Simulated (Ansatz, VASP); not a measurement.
**One calculation of Bi2Te, two programs**

```
Bi Te
1.0
    10.97431    0.00000    0.00000
    -5.48716    9.50403    0.00000
     0.00000    0.00000    3.03041
Bi Te
4 2
Direct
  0.00000 0.00000 0.00000
  0.50000 0.00000 0.50000
  0.00000 0.50000 0.50000
  0.50000 0.50000 0.50000
  0.33333 0.66667 0.50000
  0.66667 0.33333 0.50000
```

Alike in both runs: task single point; functional PBE; k mesh 6 × 6 × 12; occupations gaussian, width 0.1 eV; no spin polarisation.

|  | VASP | Ansatz |
| --- | --- | --- |
| version | VASP 6.6.1 | Ansatz 0.2.0 |
| potentials or method | VASP PAW PBE potentials, release 64 (Bi_d, Te), cutoff 500 eV | scalar-relativistic, plane waves, PAW |
| valence electrons in the cell | 72 | 92 |

```csv
,VASP,Ansatz,Ansatz less VASP
gap on the k mesh at the Fermi level (eV),none,none,-
pressure (GPa),0.0,0.0,+0.04
```

A gap of «none» marks a metal or a gap that the smearing closes. The functional is the same, so the differences come from potentials, cutoffs and numerics. VASP's potentials hold 72 valence electrons a cell and Ansatz's 92, so a difference there can come from the potentials and not from the codes.

Neither program's run includes spin-orbit coupling.
